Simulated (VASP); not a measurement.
# HfCl6 (P2/c) in VASP: single point with PBE

Aim: the single point of HfCl6 with PBE.

All numbers are computed with VASP 6.6.1; they aren't measurements. Logs are shortened: lines on timing, memory, paths and dates and some standing lists are left out, and cuts for length are marked.

**1. The cell of the first run**

The structure is monoclinic, space group P2/c (No. 13). The conventional cell has a = 11.027 Å, b = 8.074 Å, c = 6.558 Å, α = 90.00°, β = 101.65°, γ = 90.00°. Hf (site symmetry 2) has 6 Cl at 2.32 to 2.66 Å within 3.1 Å. Within 2.7 Å of Cl (site symmetry 2) lie 1 Cl at 2.00 Å. Within 2.7 Å of Cl (site symmetry 2) lie 1 Cl at 2.00 Å. Cl (site symmetry 1) has 1 Hf at 2.32 Å within 3.1 Å. Cl (site symmetry 1) has 2 Hf at 2.51 to 2.66 Å and 1 Cl at 3.26 Å within 3.3 Å.

**2. Single point, PBE**

File INCAR:

```
  ALGO = Normal
  EDIFF = 1E-6
  ENCUT = 520
  GGA = PE
  ISIF = 2
  ISMEAR = 0
  LASPH = True
  LCHARG = False
  LREAL = False
  LWAVE = False
  NBANDS = 65
  NELM = 80
  PREC = Accurate
  SIGMA = 0.02
```

File KPOINTS:

```
k-points
0
Gamma
  2 4 4
```

File POSCAR:

```
HfCl6
1.0
   11.0143670086      0.0000000000     -0.5364300088
    0.0000000000      8.0744354935      0.0000000000
   -1.0099997760      0.0000000000      6.4794388482
Hf Cl
2 12
Direct
    0.0000000000      0.8549644646      0.7500000000
    0.0000000000      0.1450355354      0.2500000000
    0.5000000000      0.2787952105      0.2500000000
    0.5000000000      0.5266037572      0.2500000000
    0.5000000000      0.7212047895      0.7500000000
    0.5000000000      0.4733962428      0.7500000000
    0.8545840424      0.6694803658      0.5757283791
    0.1454159576      0.6694803658      0.9242716209
    0.8767182097      0.8991595615      0.0288664921
    0.1232817903      0.8991595615      0.4711335079
    0.1454159576      0.3305196342      0.4242716209
    0.8545840424      0.3305196342      0.0757283791
    0.1232817903      0.1008404385      0.9711335079
    0.8767182097      0.1008404385      0.5288664921
```

Potentials or basis: VASP PAW PBE potentials, release 64 (Hf_pv, Cl).

Run with:

```
> cat potpaw_PBE.64/Hf_pv/POTCAR potpaw_PBE.64/Cl/POTCAR > POTCAR
> mpirun -np 1 vasp_std > vasp.out
```

OUTCAR:

```text
EDIFF = 1E-6
   ENCUT = 520
   GGA = PE
   ISIF = 2
   ISMEAR = 0
   LASPH = True
   LREAL = False
   NELM = 80
   PREC = Accurate

 ion  position               nearest neighbor table
   1  0.000  0.855  0.750-   7 2.32   8 2.32   9 2.51  10 2.51  13 2.66  14 2.66
   2  0.000  0.145  0.250-  11 2.32  12 2.32  13 2.51  14 2.51   9 2.66  10 2.66
   3  0.500  0.279  0.250-   4 2.00
   4  0.500  0.527  0.250-   3 2.00
   5  0.500  0.721  0.750-   6 2.00
   6  0.500  0.473  0.750-   5 2.00
   7  0.855  0.669  0.576-   1 2.32
   8  0.145  0.669  0.924-   1 2.32
   9  0.877  0.899  0.029-   1 2.51   2 2.66
  10  0.123  0.899  0.471-   1 2.51   2 2.66
  11  0.145  0.331  0.424-   2 2.32
  12  0.855  0.331  0.076-   2 2.32
  13  0.123  0.101  0.971-   2 2.51   1 2.66
  14  0.877  0.101  0.529-   2 2.51   1 2.66

  LATTYP: Found a simple monoclinic cell.
 ALAT       =     6.5576846017
 B/A-ratio  =     1.2312936629
 C/A-ratio  =     1.6816029972
 COS(beta)  =    -0.2019000716

  Lattice vectors:

 A1 = (  -1.0099997760,   0.0000000000,   6.4794388482)
 A2 = (   0.0000000000,  -8.0744354935,   0.0000000000)
 A3 = (  11.0143670086,   0.0000000000,  -0.5364300088)

Analysis of symmetry for initial positions (statically):
=====================================================================
 Subroutine PRICEL returns:
 Original cell was already a primitive cell.

 Routine SETGRP: Setting up the symmetry group for a
 simple monoclinic supercell.

 Subroutine GETGRP returns: Found  4 space group operations
 (whereof  2 operations were pure point group operations)
 out of a pool of  4 trial point group operations.

The static configuration has the point symmetry S_2 .
 The point group associated with its full space group is C_2h.

Analysis of symmetry for dynamics (positions and initial velocities):
=====================================================================
 Subroutine PRICEL returns:
 Original cell was already a primitive cell.

 Routine SETGRP: Setting up the symmetry group for a
 simple monoclinic supercell.

 Subroutine GETGRP returns: Found  4 space group operations
 (whereof  2 operations were pure point group operations)
 out of a pool of  4 trial point group operations.

The dynamic configuration has the point symmetry S_2 .
 The point group associated with its full space group is C_2h.

 Subroutine INISYM returns: Found  4 space group operations
 (whereof  2 operations are pure point group operations),
 and found     1 'primitive' translations

----------------------------------------------------------------------------------------

                                     Primitive cell

  volume of cell :     571.8729

  direct lattice vectors                    reciprocal lattice vectors
    11.014367009  0.000000000 -0.536430009     0.091485035  0.000000000  0.014260473
     0.000000000  8.074435493  0.000000000     0.000000000  0.123847667  0.000000000
    -1.009999776  0.000000000  6.479438848     0.007574007  0.000000000  0.155514971

  length of vectors
    11.027422081  8.074435493  6.557684602     0.092589808  0.123847667  0.155699299

  position of ions in fractional coordinates (direct lattice)
     0.000000000  0.854964465  0.750000000
     0.000000000  0.145035535  0.250000000
     0.500000000  0.278795211  0.250000000
     0.500000000  0.526603757  0.250000000
     0.500000000  0.721204789  0.750000000
     0.500000000  0.473396243  0.750000000
     0.854584042  0.669480366  0.575728379
     0.145415958  0.669480366  0.924271621
     0.876718210  0.899159561  0.028866492
     0.123281790  0.899159561  0.471133508
     0.145415958  0.330519634  0.424271621
     0.854584042  0.330519634  0.075728379
     0.123281790  0.100840439  0.971133508
     0.876718210  0.100840439  0.528866492

  ion indices of the primitive-cell ions
   primitive index   ion index
                 1           1
                 2           2
                 3           3
                 4           4
                 5           5
                 6           6
                 7           7
                 8           8
                 9           9
                10          10
                11          11
                12          12
                13          13
                14          14

----------------------------------------------------------------------------------------

 KPOINTS: k-points

Automatic generation of k-mesh.
 Grid dimensions read from file:
 generate k-points for:    2    4    4

 Generating k-lattice:

  Cartesian coordinates                     Fractional coordinates (reciprocal lattice)
     0.045742517  0.000000000  0.007130237     0.500000000  0.000000000  0.000000000
     0.000000000  0.030961917  0.000000000     0.000000000  0.250000000  0.000000000
     0.001893502  0.000000000  0.038878743    -0.000000000  0.000000000  0.250000000

  Length of vectors
     0.046294904  0.030961917  0.038924825

  Shift w.r.t. Gamma in fractional coordinates (k-lattice)
     0.000000000  0.000000000  0.000000000

 Subroutine IBZKPT returns following result:
 ===========================================

 Found     18 irreducible k-points:

 Following reciprocal coordinates:
            Coordinates               Weight
  0.000000  0.000000  0.000000      1.000000
  0.500000  0.000000 -0.000000      1.000000
  0.000000  0.250000  0.000000      2.000000
  0.500000  0.250000 -0.000000      2.000000
  0.000000  0.500000  0.000000      1.000000
  0.500000  0.500000 -0.000000      1.000000
[... 10 lines left out ...]
 -0.000000  0.500000  0.500000      1.000000
  0.500000  0.500000  0.500000      1.000000
   k-points           NKPTS =     18   k-points in BZ     NKDIM =     18   number of bands    NBANDS=     65
   number of dos      NEDOS =    301   number of ions     NIONS =     14
   total plane-waves  NPLWV = 252000
   dimension x,y,z NGX =    84 NGY =   60 NGZ =   50
   dimension x,y,z NGXF=   168 NGYF=  120 NGZF=  100
   ions per type =               2  12
   NGX,Y,Z   is equivalent  to a cutoff of  12.66, 12.35, 12.68 a.u.
   NGXF,Y,Z  is equivalent  to a cutoff of  25.33, 24.71, 25.35 a.u.
 SYSTEM =  unknown system
   PREC   = accura    normal or accurate (medium, high low for compatibility)
   ISTART =      0    job   : 0-new  1-cont  2-samecut
   ICHARG =      2    charge: 1-file 2-atom 10-const
   ISPIN  =      1    spin polarized calculation?
   LNONCOLLINEAR =      F non collinear calculations
   LSORBIT =      F    spin-orbit coupling
   LASPH  =      T    aspherical Exc in radial PAW
   ENCUT  =  520.0 eV  38.22 Ry    6.18 a.u.  20.50 15.01 12.19*2*pi/ulx,y,z
   NELM   =     80;   NELMIN=  2; NELMDL= -5     # of ELM steps
   EDIFF  = 0.1E-05   stopping-criterion for ELM
   LREAL  =      F    real-space projection
   EDIFFG = 0.1E-04   stopping-criterion for IOM
   NSW    =      0    number of steps for IOM
   IBRION =     -1    ionic relax: 0-MD 1-quasi-New 2-CG
   NFREE  =      0    steps in history (QN), initial steepest desc. (CG)
   ISIF   =      2    stress and relaxation
   ISYM   =      2    0-nonsym 1-usesym 2-fastsym
   POTIM  = 0.5000    time-step for ionic-motion
   TEBEG  =    0.0;   TEEND  =   0.0 temperature during run
   PSTRESS=    0.0 pullay stress
   NELECT =     104.0000    total number of electrons
   NUPDOWN=      -1.0000    fix difference up-down
   EMIN   =  10.00;   EMAX   =-10.00  energy-range for DOS
   EFERMI =   0.00;   METHOD = LEGACY
   ISMEAR =     0;   SIGMA  =   0.02  broadening in eV -4-tet -1-fermi 0-gaus
   EFERMI_NEDOS =   21; number of points for ismear=-14 and -15
   IALGO  =     38    algorithm
   IMIX   =      4    mixing-type and parameters
     AMIX     =   0.40;   BMIX     =  1.00
     AMIX_MAG =   1.60;   BMIX_MAG =  1.00
  volume/ion in A,a.u.               =      40.85       275.66
  Fermi-wavevector in a.u.,A,eV,Ry     =   0.927512  1.752743 11.704795  0.860278
  Thomas-Fermi vector in A             =   2.053589
   LORBIT       =      0    0 simple, 1 ext, 2 COOP (PROOUT), +10 PAW based schemes
   GGA     = PE    functional components
   LHFCALC =     F    Hartree Fock is set to
   AEXX    =    0.0000 exact exchange contribution
   IVDW    =     0    specifies the selected vdW correction
   LEPSILON=     F    determine dielectric tensor
   LRPA    =     F    only Hartree local field effects (RPA)
 non-spin polarized calculation
 Gauss-broadening in eV      SIGMA  =   0.02
  energy-cutoff  :      520.00
  volume of cell :      571.87
 maximum number of plane-waves:     15426
 NGX is ok and might be reduce to    84
   NGX = 41   NGY = 31   NGZ = 25

 number of electron     104.0000005 magnetization

 Free energy of the ion-electron system (eV)
  ---------------------------------------------------
  ext. energy  EPLUGINS =         0.00000000
  ---------------------------------------------------
  free energy    TOTEN  =       -60.07593266 eV

  energy without entropy =      -60.07593266  energy(sigma->0) =      -60.07593266

 E-fermi :  -2.0481     XC(G=0):  -6.3165

 val. band max:       -2.2502434476   @ k =   0.0000   0.0000   0.0000
 cond. band min:       0.4420245802   @ k =   0.0000   0.5000   0.0000
 fundamental gap:      2.6922680278
 Fermi energy:        -2.0480562304

 k-point     1 :       0.0000    0.0000    0.0000
  band No.  band energies     occupation
      1     -32.9673      2.00000
      2     -32.9447      2.00000
      3     -32.9281      2.00000
      4     -32.9144      2.00000
      5     -32.8914      2.00000
      6     -32.8891      2.00000
[... 56 lines left out ...]
     63       3.4495      0.00000
     64       3.7131      0.00000

 k-point     2 :       0.5000    0.0000   -0.0000
  band No.  band energies     occupation
      1     -32.9673      2.00000
      2     -32.9447      2.00000
      3     -32.9281      2.00000
      4     -32.9144      2.00000
      5     -32.8914      2.00000
      6     -32.8891      2.00000
[... 56 lines left out ...]
     63       3.4339      0.00000
     64       3.8621      0.00000

 k-point     3 :       0.0000    0.2500    0.0000
  band No.  band energies     occupation
      1     -32.9673      2.00000
      2     -32.9447      2.00000
      3     -32.9281      2.00000
      4     -32.9145      2.00000
      5     -32.8914      2.00000
      6     -32.8891      2.00000
[... 994 lines left out ...]
     63       3.7623      0.00000
     64       3.7623      0.00000

 k-point    18 :       0.5000    0.5000    0.5000
  band No.  band energies     occupation
      1     -32.9591      2.00000
      2     -32.9591      2.00000
      3     -32.9177      2.00000
      4     -32.9177      2.00000
      5     -32.8907      2.00000
      6     -32.8907      2.00000
[... 56 lines left out ...]
     63       3.7997      0.00000
     64       3.7997      0.00000
 [bands above 64 left out]

------------------------ aborting loop because EDIFF is reached ----------------------------------------

  FORCE on cell =-STRESS in cart. coord.  units (eV):
  Direction    XX          YY          ZZ          XY          YZ          ZX
  --------------------------------------------------------------------------------------
  -------------------------------------------------------------------------------------
  Total       -0.8949758     -1.6336651     -0.9025779      0.0000000      0.0000000     -0.0866717
  in kB       -2.5073927     -4.5769282     -2.5286911      0.0000000      0.0000000     -0.2428221
  external PRESSURE =      -3.2043373 kB  Pullay stress =       0.0000000 kB

 VOLUME and BASIS-vectors are now :
 -----------------------------------------------------------------------------
  energy-cutoff  :      520.00
  volume of cell :      571.87
      direct lattice vectors                 reciprocal lattice vectors
    11.014367009  0.000000000 -0.536430009     0.091485035  0.000000000  0.014260473
     0.000000000  8.074435493  0.000000000     0.000000000  0.123847667  0.000000000
    -1.009999776  0.000000000  6.479438848     0.007574007  0.000000000  0.155514971

 POSITION                                       TOTAL-FORCE (eV/Angst)
 -----------------------------------------------------------------------------------
     -0.75750      6.90336      4.85958        -0.000000     -0.054074      0.000000
     -0.25250      1.17108      1.61986        -0.000000      0.054074      0.000000
      5.25468      2.25111      1.35164        -0.000000      0.190198      0.000000
      5.25468      4.25203      1.35164        -0.000000     -0.189668      0.000000
      4.74968      5.82332      4.59136        -0.000000     -0.190198     -0.000000
      4.74968      3.82241      4.59136        -0.000000      0.189668      0.000000
      8.83122      5.40568      3.27197         0.070341      0.073839      0.051680
      0.66815      5.40568      5.91076        -0.070341      0.073839     -0.051680
      9.62734      7.26021     -0.28326         0.060775      0.022174     -0.026428
      0.88203      7.26021      2.98655        -0.060775      0.022174      0.026428
      1.17315      2.66876      2.67104        -0.070341     -0.073839     -0.051680
      9.33622      2.66876      0.03225         0.070341     -0.073839      0.051680
      0.37703      0.81423      6.22627        -0.060775     -0.022174      0.026428
      9.12234      0.81423      2.95646         0.060775     -0.022174     -0.026428
 -----------------------------------------------------------------------------------
    total drift:                                0.000000     -0.000000     -0.000000

  FREE ENERGIE OF THE ION-ELECTRON SYSTEM (eV)
  ---------------------------------------------------
  free  energy   TOTEN  =       -60.0759326621 eV

  energy  without entropy=      -60.0759326621  energy(sigma->0) =      -60.07593266
```

Run time: 24 min. Hardware: 1 thread of Oxide Virtual Turin-like, shared host; peak memory 0.8 GiB.

Results:

* Free energy: -60.0759 eV
* Pressure: -0.3 GPa
* Largest force: 0.190 eV/Å
* Band gap on the k mesh: 2.69 eV (least direct gap 2.70 eV)

Forces in eV/Å, atoms in the order of the input:
```
Hf   0.000 -0.054  0.000
Hf   0.000  0.054  0.000
Cl   0.000  0.190  0.000
Cl   0.000 -0.190  0.000
Cl   0.000 -0.190  0.000
Cl   0.000  0.190  0.000
Cl   0.070  0.074  0.052
Cl  -0.070  0.074 -0.052
Cl   0.061  0.022 -0.026
Cl  -0.061  0.022  0.026
Cl  -0.070 -0.074 -0.052
Cl   0.070 -0.074  0.052
Cl  -0.061 -0.022  0.026
Cl   0.061 -0.022 -0.026
```

Caveat: spin-orbit coupling is left out, which moves the levels of the heavy elements; this functional lacks dispersion, which binds layers or chains, so the pressure and a relaxed spacing across them are unreliable. A k mesh can miss the band edges.
